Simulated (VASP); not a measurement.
# BeSe: elastic constants with r2SCAN

The system is BeSe.

```
Be Se
1.0
     0.00000    2.58099    2.58099
     2.58099    0.00000    2.58099
     2.58099    2.58099    0.00000
Be Se
1 1
Direct
  0.00000 0.00000 0.00000
  0.75000 0.75000 0.75000
```

```json
{
  "Program": "VASP 6.6.1",
  "Task": "elastic constants",
  "Functional": "r2SCAN",
  "Potentials or basis": "VASP PAW PBE potentials, release 64 (Be, Se)",
  "Cutoff": "660 eV",
  "k mesh": "8 × 8 × 8",
  "Occupations": "gaussian, width 0.01 eV",
  "Spin": "no spin polarisation",
  "Dipole correction": "no",
  "Ions in elastic constants": "relaxed",
  "Further INCAR settings": "ALGO = Normal; EDIFF = 1e-08; NBANDS = 11; IBRION = 6; POTIM = 0.015; NSW = 1; ISIF = 3"
}
```

```
Elastic constants C11, C12, C44                         : 135, 54, 71 GPa
Voigt bulk modulus                                      : 81 GPa
Highest phonon frequency at Γ, LO-TO splitting left out : 496 cm⁻¹
```

Phonon frequencies in cm⁻¹ (negative: imaginary):
```csv
q point,frequencies
"(0.000, 0.000, 0.000)",0 0 0 496 496 496
```

Elastic tensor in Voigt notation (GPa, in the Cartesian axes of the cell as first typed):
```
135  54  54   0   0   0
 54 135  54   0   0   0
 54  54 135   0   0   0
  0   0   0  71   0   0
  0   0   0   0  71   0
  0   0   0   0   0  71
```

Clamped-ion elastic tensor (GPa):
```
135  54  54   0   0   0
 54 135  54   0   0   0
 54  54 135   0   0   0
  0   0   0  80   0   0
  0   0   0   0  80   0
  0   0   0   0   0  80
```

Wall time 19 min on 1 thread of Intel(R) Xeon(R) 6975P-C (Granite Rapids), on a shared host, peak memory 0.32 GiB.

Caveat: the PAW data sets were made with another functional, which shifts forces and pressure a little.
